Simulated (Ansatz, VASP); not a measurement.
## One calculation of Al3B2As, two programs

```
Al B As
1.0
    -1.91780    1.91780    6.35106
     1.91780   -1.91780    6.35106
     1.91780    1.91780   -6.35106
Al B As
3 2 1
Direct
  0.75000 0.25000 0.50000
  0.50000 0.50000 0.00000
  0.25000 0.75000 0.50000
  0.66665 0.66665 0.00000
  0.33335 0.33335 0.00000
  0.00000 0.00000 0.00000
```

Change from the starting cell: species swapped into the CsLi2F3 type (I4/mmm, No. 139).

Alike in both runs: functional PBE; k mesh 6 × 6 × 6; occupations gaussian, width 0.1 eV; no spin polarisation.

Ansatz relaxed the structure, and its values are those at the end. VASP's run is a single point on that final structure, the one shown.

|  | VASP | Ansatz |
| --- | --- | --- |
| version | VASP 6.6.1 | Ansatz 0.2.0 |
| potentials or method | VASP PAW PBE potentials, release 64 (Al, B, As), cutoff 520 eV | scalar-relativistic, plane waves, PAW |
| valence electrons in the cell | 20 | 30 |

```tsv
	VASP	Ansatz	Ansatz less VASP
gap on the k mesh at the Fermi level (eV)	none	none	-
pressure (GPa)	0.0	0.0	+0.02
```

A gap of «none» marks a metal or a gap that the smearing closes. The functional is the same, so the differences come from potentials, cutoffs and numerics. VASP's potentials hold 20 valence electrons a cell and Ansatz's 30, so a difference there can come from the potentials and not from the codes.

The k mesh is coarse, so the values compare programs but aren't converged.
